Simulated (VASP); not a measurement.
Te, 3 atoms in the cell. It takes space group P3_221 (No. 154, trigonal). The conventional cell has a = 4.447 Å, b = 4.447 Å, c = 5.915 Å, α = 90.00°, β = 90.00°, γ = 120.00°. Within 3.8 Å of Te (site symmetry 2) lie 6 Te at 2.86 to 3.46 Å. 

* Program: VASP 6.6.1
* Task: single point
* Functional: LDA
* Potentials or basis: VASP PAW LDA potentials, release 64 (Te)
* Cutoff: 520 eV
* k mesh: 9 × 9 × 6
* Occupations: gaussian, width 0.01 eV
* Spin: no spin polarisation
* Dipole correction: no
* Further INCAR settings: ALGO = Normal; EDIFF = 1e-06; NBANDS = 16

Potentials or basis: VASP PAW LDA potentials, release 64 (Te).

Run with:

```bash
$ cat potpaw_LDA.64/Te/POTCAR > POTCAR
$ mpirun -np 1 vasp_std > vasp.out
```

Hardware: 1 thread of Intel(R) Xeon(R) 6975P-C (Granite Rapids), with other jobs on the host.

Problem. Estimate the wall time of this run.

Solution. It took 32 s on 1 thread of Intel(R) Xeon(R) 6975P-C (Granite Rapids), on a shared host, peak memory 0.24 GiB. Counts: scf iterations 12, k points 62.
